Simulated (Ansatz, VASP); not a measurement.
**PtSe2 in VASP and in Ansatz**

Contents of POSCAR:

```
PtSe2
1.0
    3.7240000000      0.0000000000      0.0000000000
   -1.8620000000      3.2250786037      0.0000000000
    0.0000000000      0.0000000000      5.0620000000
Pt Se
1 2
Direct
    0.0000000000      0.0000000000      0.0000000000
    0.6666666667      0.3333333333      0.7500000000
    0.3333333333      0.6666666667      0.2500000000
```

File INCAR.step1:

```
  ALGO = Normal
  EDIFF = 1E-5
  ENCUT = 520
  GGA = PE
  ISIF = 2
  ISMEAR = -1
  LASPH = T
  LREAL = F
  LWAVE = T
  NBANDS = 18
  NELM = 60
  PREC = Accurate
  SIGMA = 0.05
```

The input INCAR.step2:

```
  AEXX = 0.4
  ALGO = Normal
  EDIFF = 1E-6
  ENCUT = 520
  GGA = PE
  HFSCREEN = 0.2
  ISIF = 2
  ISMEAR = -1
  ISTART = 1
  LASPH = T
  LCHARG = T
  LELF = T
  LHFCALC = T
  LREAL = F
  LVHAR = T
  LWAVE = F
  NBANDS = 18
  NELM = 60
  PREC = Accurate
  PRECFOCK = Normal
  SIGMA = 0.05
```

File KPOINTS:

```
k-points
0
Gamma
  4 4 3
```

input.yaml

```yaml
crystal:
  lattice:
    - [3.724, 0.0, 0.0]
    - [-1.862, 3.2250786037, 0.0]
    - [0.0, 0.0, 5.062]
  atoms:
    - { symbol: Pt, position: [0.0, 0.0, 0.0] }
    - { symbol: Se, position: [0.6666666667, 0.3333333333, 0.75] }
    - { symbol: Se, position: [0.3333333333, 0.6666666667, 0.25] }
hamiltonian:
  xc: { exchange: pbe, correlation: pbe, exx: { coeff: 0.4, omega: 0.2 } }
  pseudopotentials: { kind: paw }
kpoints:
  mp_grid: { grid: [4, 4, 3] }
scf:
  occupations: { method: fermi_dirac, width: 0.05 }
output:
  forces: true
  stress: true
  eigenvalues: true
```

Alike in both runs: task single point; functional PBE-based screened hybrid with a share of 0.4 of exact exchange and HFSCREEN = 0.2; k mesh 4 × 4 × 3; occupations fermi-dirac, width 0.05 eV; no spin polarisation.

|  | VASP | Ansatz |
| --- | --- | --- |
| version | VASP 6.6.1 | Ansatz 0.2.0 |
| potentials or method | VASP PAW PBE potentials, release 64 (Pt, Se) | Ansatz PAW |
| plane-wave cutoff (eV) | 520 | 420 |
| valence electrons in the cell | 22 | 50 |

Ansatz gave:

* gap on the k mesh at the Fermi level (eV): none
* pressure (GPa): -0.1
* traceless stress, the component that is largest in VASP (GPa): 0.59
* rms of the force components (eV/Å): 0.096

Task: Estimate VASP's values.

Result: gap on the k mesh at the Fermi level (eV): none; pressure (GPa): -0.5; traceless stress, the component that is largest in VASP (GPa): 0.71; rms of the force components (eV/Å): 0.103.

VASP's potentials were made for PBE, not for PBE-based screened hybrid. Atom by atom the forces differ by 0.007 eV/Å (rms over components). A gap of «none» marks a metal or a gap that the smearing closes. With one functional, cell and mesh, what is left measures potentials, basis and numerics. VASP's potentials hold 22 valence electrons a cell and Ansatz's 50, so a difference there can come from the potentials and not from the codes.

The k mesh is coarse, so the values compare programs but aren't converged. Spin-orbit coupling is off throughout.
